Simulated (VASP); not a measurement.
Here is a VASP 6.6.1 calculation.

Contents of POSCAR:

```
Ta
1.0
   -1.6049562402      1.6049562402      1.6049562402
    1.6049562402     -1.6049562402      1.6049562402
    1.6049562402      1.6049562402     -1.6049562402
Ta
1
Direct
    0.0000000000      0.0000000000      0.0000000000
```

INCAR.step1

```
SYSTEM = Ta
ALGO     = Normal         ! electronic algorithm
EDIFF    = 1E-4           ! SCF threshold, eV
ENCUT    = 520            ! plane-wave cutoff, eV
GGA      = PE             ! functional
ISMEAR   = -1             ! smearing method
LASPH    = .TRUE.         ! aspherical terms in the spheres
LCHARG   = .FALSE.        ! write CHGCAR
LREAL    = .FALSE.        ! projectors in reciprocal space
LWAVE    = .TRUE.         ! write WAVECAR
NBANDS   = 12             ! bands
NELM     = 60             ! most SCF steps
PREC     = Accurate       ! precision mode
SIGMA    = 0.1            ! smearing width, eV
```

The input INCAR.step2:

```
SYSTEM = Ta
ALGO     = Normal         ! electronic algorithm
EDIFF    = 1E-7           ! SCF threshold, eV
ENCUT    = 520            ! plane-wave cutoff, eV
ISIF     = 2              ! what is computed and relaxed
ISMEAR   = -1             ! smearing method
ISTART   = 1            
LASPH    = .TRUE.         ! aspherical terms in the spheres
LCHARG   = .FALSE.        ! write CHGCAR
LMIXTAU  = .TRUE.       
LREAL    = .FALSE.        ! projectors in reciprocal space
LWAVE    = .FALSE.        ! write WAVECAR
METAGGA  = R2SCAN         ! meta-GGA
NBANDS   = 12             ! bands
NELM     = 60             ! most SCF steps
PREC     = Accurate       ! precision mode
SIGMA    = 0.1            ! smearing width, eV
```

The input KPOINTS:

```
k-points
0
G
  18 18 18
  0 0 0
```

Potentials or basis: VASP PAW PBE potentials, release 64 (Ta_pv).

Launch:

```sh
$ cat potpaw_PBE.64/Ta_pv/POTCAR > POTCAR
$ cp INCAR.step1 INCAR
$ mpirun -np 1 vasp_std > vasp.out
$ cp INCAR.step2 INCAR
$ mpirun -np 1 vasp_std > vasp.out
```

Question: Estimate the pressure.

Answer: 21.8 GPa.

Question: Estimate the band gap on the k mesh.

Answer: Zero (an odd number of electrons rules out a gap without spin polarisation).

Caveat: the cell stands under pressure; the PAW data sets were made with another functional, which shifts forces and pressure a little; spin-orbit coupling is left out, which moves the levels of the heavy elements.
